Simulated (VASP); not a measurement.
# Ga (Cmmm) in VASP: a series of runs

The runs below take Ga through single point, with PBE.

Program: VASP 6.6.1. These are calculated values, not measurements. Logs are shortened: lines on timing, memory, paths and dates and some standing lists are left out, and cuts for length are marked.

## Step 1: The cell of the first run

The typed cell holds 1 atom: a = 2.962 Å, b = 2.962 Å, c = 2.813 Å, α = 90.00°, β = 90.00°, γ = 120.11°.

## Step 2: Single point, PBE (volume scaled by 1.10, then relaxed in part)

Input file INCAR:

```
SYSTEM = Ga
ALGO = Fast
EDIFF = 1E-6
ENCUT = 520
GGA = PE
ISIF = 2
ISMEAR = 0
LASPH = .True.
LCHARG = .False.
LREAL = .False.
LWAVE = .False.
NBANDS = 12
NELM = 100
PREC = Accurate
SIGMA = 0.1
```

Input file KPOINTS:

```
k-points
0
Gamma
  22 22 20
  0 0 0
```

Input file POSCAR:

```
Ga
1.0
    1.4786868932     -2.5669588221      0.0000000000
    1.4786868932      2.5669588221      0.0000000000
    0.0000000000      0.0000000000      2.8125878102
Ga
1
Direct
    0.5000000000      0.5000000000      0.0000000000
```

Potentials or basis: VASP PAW PBE potentials, release 64 (Ga_d).

Command:

```bash
cat potpaw_PBE.64/Ga_d/POTCAR > POTCAR
mpirun -np 1 vasp_std > vasp.out
```

OUTCAR:

```text
SYSTEM = Ga
   EDIFF = 1E-6
   ENCUT = 520
   GGA = PE
   ISIF = 2
   ISMEAR = 0
   LASPH = .True.
   LREAL = .False.
   NELM = 100
   PREC = Accurate

 ion  position               nearest neighbor table
   1  0.500  0.500  0.000-

  LATTYP: Found a base centered orthorhombic cell.
 ALAT       =     2.9573737864
 B/A-ratio  =     1.7359718504
 C/A-ratio  =     0.9510423820

  Lattice vectors:

 A1 = (   1.4786868932,  -2.5669588221,   0.0000000000)
 A2 = (   1.4786868932,   2.5669588221,   0.0000000000)
 A3 = (   0.0000000000,   0.0000000000,   2.8125878102)

Analysis of symmetry for initial positions (statically):
=====================================================================
 Subroutine PRICEL returns:
 Original cell was already a primitive cell.

 Routine SETGRP: Setting up the symmetry group for a
 base centered orthorhombic supercell.

 Subroutine GETGRP returns: Found  8 space group operations
 (whereof  8 operations were pure point group operations)
 out of a pool of  8 trial point group operations.

The static configuration has the point symmetry D_2h.

Analysis of symmetry for dynamics (positions and initial velocities):
=====================================================================
 Subroutine PRICEL returns:
 Original cell was already a primitive cell.

 Routine SETGRP: Setting up the symmetry group for a
 base centered orthorhombic supercell.

 Subroutine GETGRP returns: Found  8 space group operations
 (whereof  8 operations were pure point group operations)
 out of a pool of  8 trial point group operations.

The dynamic configuration has the point symmetry D_2h.

 Subroutine INISYM returns: Found  8 space group operations
 (whereof  8 operations are pure point group operations),
 and found     1 'primitive' translations

----------------------------------------------------------------------------------------

                                     Primitive cell

  volume of cell :      21.3516

  direct lattice vectors                    reciprocal lattice vectors
     1.478686893 -2.566958822  0.000000000     0.338137845 -0.194783023  0.000000000
     1.478686893  2.566958822  0.000000000     0.338137845  0.194783023  0.000000000
     0.000000000  0.000000000  2.812587810     0.000000000  0.000000000  0.355544455

  length of vectors
     2.962396415  2.962396415  2.812587810     0.390227663  0.390227663  0.355544455

  position of ions in fractional coordinates (direct lattice)
     0.500000000  0.500000000  0.000000000

  ion indices of the primitive-cell ions
   primitive index   ion index
                 1           1

----------------------------------------------------------------------------------------

 KPOINTS: k-points

Automatic generation of k-mesh.
 Grid dimensions read from file:
 generate k-points for:   22   22   20

 Generating k-lattice:

  Cartesian coordinates                     Fractional coordinates (reciprocal lattice)
     0.015369902 -0.008853774  0.000000000     0.045454545  0.000000000  0.000000000
     0.015369902  0.008853774  0.000000000     0.000000000  0.045454545  0.000000000
     0.000000000  0.000000000  0.017777223     0.000000000  0.000000000  0.050000000

  Length of vectors
     0.017737621  0.017737621  0.017777223

  Shift w.r.t. Gamma in fractional coordinates (k-lattice)
     0.000000000  0.000000000  0.000000000

 Subroutine IBZKPT returns following result:
 ===========================================

 Found   1463 irreducible k-points:

 Following reciprocal coordinates:
            Coordinates               Weight
  0.000000  0.000000  0.000000      1.000000
  0.045455 -0.000000  0.000000      4.000000
  0.090909 -0.000000  0.000000      4.000000
  0.136364  0.000000  0.000000      4.000000
  0.181818  0.000000  0.000000      4.000000
  0.227273  0.000000  0.000000      4.000000
[... 16 lines left out ...]
  0.500000  0.045455  0.000000      4.000000
 -0.454545  0.045455  0.000000      4.000000
 [... further k-points ...]
   k-points           NKPTS =   1463   k-points in BZ     NKDIM =   1463   number of bands    NBANDS=     12
   number of dos      NEDOS =    301   number of ions     NIONS =      1
   total plane-waves  NPLWV =  13824
   dimension x,y,z NGX =    24 NGY =   24 NGZ =   24
   dimension x,y,z NGXF=    48 NGYF=   48 NGZF=   48
   ions per type =               1
   NGX,Y,Z   is equivalent  to a cutoff of  13.47, 13.47, 14.19 a.u.
   NGXF,Y,Z  is equivalent  to a cutoff of  26.94, 26.94, 28.37 a.u.
 SYSTEM =  Ga
   PREC   = accura    normal or accurate (medium, high low for compatibility)
   ISTART =      0    job   : 0-new  1-cont  2-samecut
   ICHARG =      2    charge: 1-file 2-atom 10-const
   ISPIN  =      1    spin polarized calculation?
   LNONCOLLINEAR =      F non collinear calculations
   LSORBIT =      F    spin-orbit coupling
   LASPH  =      T    aspherical Exc in radial PAW
   ENCUT  =  520.0 eV  38.22 Ry    6.18 a.u.   5.51  5.51  5.23*2*pi/ulx,y,z
   NELM   =    100;   NELMIN=  2; NELMDL= -5     # of ELM steps
   EDIFF  = 0.1E-05   stopping-criterion for ELM
   LREAL  =      F    real-space projection
   EDIFFG = 0.1E-04   stopping-criterion for IOM
   NSW    =      0    number of steps for IOM
   IBRION =     -1    ionic relax: 0-MD 1-quasi-New 2-CG
   NFREE  =      0    steps in history (QN), initial steepest desc. (CG)
   ISIF   =      2    stress and relaxation
   ISYM   =      2    0-nonsym 1-usesym 2-fastsym
   POTIM  = 0.5000    time-step for ionic-motion
   TEBEG  =    0.0;   TEEND  =   0.0 temperature during run
   PSTRESS=    0.0 pullay stress
   NELECT =      13.0000    total number of electrons
   NUPDOWN=      -1.0000    fix difference up-down
   EMIN   =  10.00;   EMAX   =-10.00  energy-range for DOS
   EFERMI =   0.00;   METHOD = LEGACY
   ISMEAR =     0;   SIGMA  =   0.10  broadening in eV -4-tet -1-fermi 0-gaus
   EFERMI_NEDOS =   21; number of points for ismear=-14 and -15
   IALGO  =     68    algorithm
   IMIX   =      4    mixing-type and parameters
     AMIX     =   0.40;   BMIX     =  1.00
     AMIX_MAG =   1.60;   BMIX_MAG =  1.00
  volume/ion in A,a.u.               =      21.35       144.09
  Fermi-wavevector in a.u.,A,eV,Ry     =   1.387540  2.622071 26.194855  1.925268
  Thomas-Fermi vector in A             =   2.511751
   LORBIT       =      0    0 simple, 1 ext, 2 COOP (PROOUT), +10 PAW based schemes
   GGA     = PE    functional components
   LHFCALC =     F    Hartree Fock is set to
   AEXX    =    0.0000 exact exchange contribution
   IVDW    =     0    specifies the selected vdW correction
   LEPSILON=     F    determine dielectric tensor
   LRPA    =     F    only Hartree local field effects (RPA)
 non-spin polarized calculation
 RMM-DIIS sequential band-by-band and
 Gauss-broadening in eV      SIGMA  =   0.10
  energy-cutoff  :      520.00
  volume of cell :       21.35
 maximum number of plane-waves:       599
 NGX is ok and might be reduce to    24
   NGX = 11   NGY = 11   NGZ = 11

 number of electron      13.0000008 magnetization

 Free energy of the ion-electron system (eV)
  ---------------------------------------------------
  ext. energy  EPLUGINS =         0.00000000
  ---------------------------------------------------
  free energy    TOTEN  =        -2.84107619 eV

  energy without entropy =       -2.83854752  energy(sigma->0) =       -2.83981186

 E-fermi :   4.3639     XC(G=0): -10.3724

 val. band max:        4.3571028564   @ k =   0.5000   0.2273   0.5000
 cond. band min:       4.3639949680   @ k =   0.5000   0.1364   0.3500
 fundamental gap:      0.0068921116
 Fermi energy:         4.3638700471

 k-point     1 :       0.0000    0.0000    0.0000
  band No.  band energies     occupation
      1     -10.6648      2.00000
      2     -10.4684      2.00000
      3     -10.4656      2.00000
      4     -10.2719      2.00000
      5     -10.2713      2.00000
      6      -5.8028      2.00000
      7      12.3893      0.00000
      8      14.7322      0.00000
      9      14.7738      0.00000
     10      15.5991      0.00000
     11      19.5310      0.00000
     12      19.5922      0.00000

 k-point     2 :       0.0455   -0.0000    0.0000
  band No.  band energies     occupation
      1     -10.6624      2.00000
      2     -10.4680      2.00000
      3     -10.4631      2.00000
      4     -10.2735      2.00000
      5     -10.2721      2.00000
      6      -5.7555      2.00000
      7      12.4384      0.00000
      8      14.1245      0.00000
      9      14.5436      0.00000
     10      15.7661      0.00000
     11      18.5168      0.00000
     12      19.8326      0.00000

 k-point     3 :       0.0909   -0.0000    0.0000
  band No.  band energies     occupation
      1     -10.6557      2.00000
      2     -10.4717      2.00000
      3     -10.4509      2.00000
      4     -10.2793      2.00000
      5     -10.2735      2.00000
      6      -5.6132      2.00000
      7      12.5850      0.00000
      8      12.8225      0.00000
      9      14.0529      0.00000
     10      15.9322      0.00000
     11      17.6312      0.00000
     12      20.5850      0.00000
[... 286 lines left out ...]
 k-point    23 :       0.5000    0.0455    0.0000
  band No.  band energies     occupation
      1     -10.6182      2.00000
      2     -10.4868      2.00000
      3     -10.3681      2.00000
      4     -10.2953      2.00000
      5     -10.2558      2.00000
      6      -0.7776      2.00000
      7       1.1292      2.00000
      8       9.9143      0.00000
      9      14.5375      0.00000
     10      16.4306      0.00000
     11      20.5156      0.00000
     12      21.5767      0.00000

 k-point    24 :      -0.4545    0.0455    0.0000
  band No.  band energies     occupation
      1     -10.6164      2.00000
      2     -10.4888      2.00000
      3     -10.3643      2.00000
      4     -10.2944      2.00000
      5     -10.2645      2.00000
      6      -1.5196      2.00000
      7       2.0564      2.00000
      8      10.0138      0.00000
      9      14.6198      0.00000
     10      16.0901      0.00000
     11      19.8063      0.00000
     12      22.0953      0.00000

 [... further k-points ...]
[... 5 lines left out ...]
  --------------------------------------------------------------------------------------
  -------------------------------------------------------------------------------------
  Total       -0.4464019     -0.4507674     -0.4359251     -0.0000000      0.0000000      0.0000000
  in kB      -33.4969642    -33.8245361    -32.7108057     -0.0000000      0.0000000      0.0000000
  external PRESSURE =     -33.3441020 kB  Pullay stress =       0.0000000 kB

 VOLUME and BASIS-vectors are now :
 -----------------------------------------------------------------------------
  energy-cutoff  :      520.00
  volume of cell :       21.35
      direct lattice vectors                 reciprocal lattice vectors
     1.478686893 -2.566958822  0.000000000     0.338137845 -0.194783023  0.000000000
     1.478686893  2.566958822  0.000000000     0.338137845  0.194783023  0.000000000
     0.000000000  0.000000000  2.812587810     0.000000000  0.000000000  0.355544455

 POSITION                                       TOTAL-FORCE (eV/Angst)
 -----------------------------------------------------------------------------------
      1.47869      0.00000      0.00000        -0.000000      0.000000      0.000000
 -----------------------------------------------------------------------------------
    total drift:                               -0.000000     -0.000000     -0.000000

  FREE ENERGIE OF THE ION-ELECTRON SYSTEM (eV)
  ---------------------------------------------------
  free  energy   TOTEN  =        -2.8410761903 eV

  energy  without entropy=       -2.8385475245  energy(sigma->0) =       -2.83981186
```

It took 2 min on 1 thread of Intel Xeon Platinum 8488C (Sapphire Rapids), shared host; peak memory 0.45 GiB.

Results:

| Item | Value |
| --- | --- |
| Free energy | -2.8411 eV |
| Pressure | -3.3 GPa |

Caveat: the cell differs from its parent crystal (volume scaled by 1.10, then relaxed in part).

## Step 3: Single point, PBE

This run uses another cell than the first one, of 19.66 Å³/atom, 0.921 times its volume.

Input file INCAR:

```
ALGO = Normal ; EDIFF = 1E-6
ENCUT = 520 ; GGA = PE
ISIF = 2 ; ISMEAR = 0
LASPH = T ; LCHARG = F
LREAL = F ; LWAVE = F
NBANDS = 12 ; NELM = 80
PREC = Accurate ; SIGMA = 0.1
```

Input file KPOINTS:

```
k-points
0
Gamma
  8 8 6
```

Input file POSCAR:

```
Ga
1.0
    1.3834717904     -2.4429495662      0.0000000000
    1.3834717904      2.4429495662      0.0000000000
    0.0000000000      0.0000000000      2.9082801441
Ga
1
Direct
    0.5000000000      0.5000000000      0.0000000000
```

Potentials or basis: VASP PAW PBE potentials, release 64 (Ga_d).

Command:

```bash
cat potpaw_PBE.64/Ga_d/POTCAR > POTCAR
mpirun -np 1 vasp_std > vasp.out
```

It took 7.5 s on 1 thread of Intel Xeon 6975P-C, shared host; peak memory 0.15 GiB.

The run converged. Its results:

```
Free energy : -2.8504 eV
Pressure    : 0.2 GPa
```

Stress tensor (GPa, compression positive):
```
 0.23  0.00  0.00
 0.00  0.45  0.00
 0.00  0.00 -0.11
```

Levels at points of the mesh, in eV from the Fermi level:
| k point | band 4 | band 5 | band 6 | band 7 | band 8 | band 9 | band 10 | band 11 |
| --- | --- | --- | --- | --- | --- | --- | --- | --- |
| (0.00, 0.00, 0.00) | -14.77 | -14.76 | -10.88 | 6.18 | 9.69 | 12.43 | 12.89 | 16.76 |
| (0.50, 0.00, 0.00) | -14.81 | -14.68 | -4.50 | -3.79 | 7.24 | 10.76 | 11.24 | 15.07 |
| (0.50, 0.50, 0.00) | -14.80 | -14.68 | -4.76 | -3.89 | 7.79 | 11.02 | 11.26 | 14.95 |
| (0.00, 0.00, 0.50) | -14.85 | -14.84 | -7.56 | -4.50 | 15.03 | 15.51 | 19.49 | 19.53 |
| (0.50, 0.00, 0.50) | -14.69 | -14.67 | -1.24 | -0.89 | 0.62 | 4.50 | 9.74 | 14.66 |
| (0.50, 0.50, 0.50) | -14.69 | -14.68 | -1.33 | -1.18 | 0.41 | 4.36 | 10.31 | 15.23 |

Caveat: the k points lie up to 0.36 Å⁻¹ apart.

## Step 4: Single point, PBE (volume scaled by 0.88, then relaxed in part)

Input file INCAR:

```
SYSTEM = Ga
PREC = Accurate
ENCUT = 520
EDIFF = 1E-6
ISMEAR = 0
SIGMA = 0.1
LREAL = .False.
LASPH = .True.
NELM = 60
ALGO = Fast
ISIF = 2
LWAVE = .False.
LCHARG = .True.
GGA = PE
LELF = .True.
LVHAR = .True.
NBANDS = 12
```

Input file KPOINTS:

```
Automatic mesh
0
Gamma
  22 22 20
  0 0 0
```

Input file POSCAR:

```
Ga
1.0
    1.3726913143     -2.3829534811      0.0000000000
    1.3726913143      2.3829534811      0.0000000000
    0.0000000000      0.0000000000      2.6109752346
Ga
1
Direct
    0.5000000000      0.5000000000      0.0000000000
```

Command:

```bash
cat potpaw_PBE.64/Ga_d/POTCAR > POTCAR
mpirun -np 1 vasp_std > vasp.out
```

Run time: 2.1 min. Hardware: 1 thread of Intel Xeon 6975P-C, shared host; peak memory 0.37 GiB.

Results (log left out):

| Property | Result |
| --- | --- |
| Free energy | -2.8080 eV |
| Pressure | 8.6 GPa |

Stress tensor (GPa, compression positive):
```
8.60 0.00 0.00
0.00 8.51 0.00
0.00 0.00 8.61
```

Levels at points of the mesh, in eV from the Fermi level:
| k point | band 3 | band 4 | band 5 | band 6 | band 7 | band 8 | band 9 | band 10 | band 11 | band 12 |
| --- | --- | --- | --- | --- | --- | --- | --- | --- | --- | --- |
| (0.00, 0.00, 0.00) | -14.99 | -14.65 | -14.65 | -11.75 | 9.48 | 12.68 | 12.73 | 12.77 | 16.85 | 17.17 |
| (0.50, 0.00, 0.00) | -14.82 | -14.69 | -14.62 | -5.10 | -4.44 | 7.20 | 10.90 | 14.85 | 18.13 | 19.40 |
| (0.50, 0.50, 0.00) | -14.82 | -14.69 | -14.62 | -5.13 | -4.46 | 7.27 | 10.96 | 14.82 | 18.11 | 19.39 |
| (0.00, 0.00, 0.50) | -14.94 | -14.83 | -14.83 | -6.75 | -4.96 | 16.81 | 16.86 | 19.80 | 20.52 | 21.49 |
| (0.50, 0.00, 0.50) | -14.90 | -14.61 | -14.50 | -0.66 | 0.15 | 0.27 | 4.68 | 11.05 | 15.58 | 16.47 |
| (0.50, 0.50, 0.50) | -14.90 | -14.61 | -14.50 | -0.67 | 0.13 | 0.23 | 4.66 | 11.12 | 15.64 | 16.63 |

Caveat: the cell differs from its parent crystal (volume scaled by 0.88, then relaxed in part).

## Step 5: Overview

```tsv
cell	k mesh	gap on the mesh (eV)	pressure (GPa)
a = 2.962, b = 2.962, c = 2.813 Å, angles 90.0, 90.0, 120.1°, 1 atom	22 × 22 × 20	none	-3.3
a = 2.807, b = 2.807, c = 2.908 Å, angles 90.0, 90.0, 121.0°, 1 atom	8 × 8 × 6	none	0.2
a = 2.750, b = 2.750, c = 2.611 Å, angles 90.0, 90.0, 120.1°, 1 atom	22 × 22 × 20	none	8.6
```

Alike in all rows: task single point; level PBE; potentials or basis VASP PAW PBE potentials, release 64 (Ga_d); no spin polarisation; cutoff (eV) 520; smearing gaussian 0.1 eV.

Caveats: some runs use coarse meshes.

Absolute energies hang on the potentials; compare differences alone.
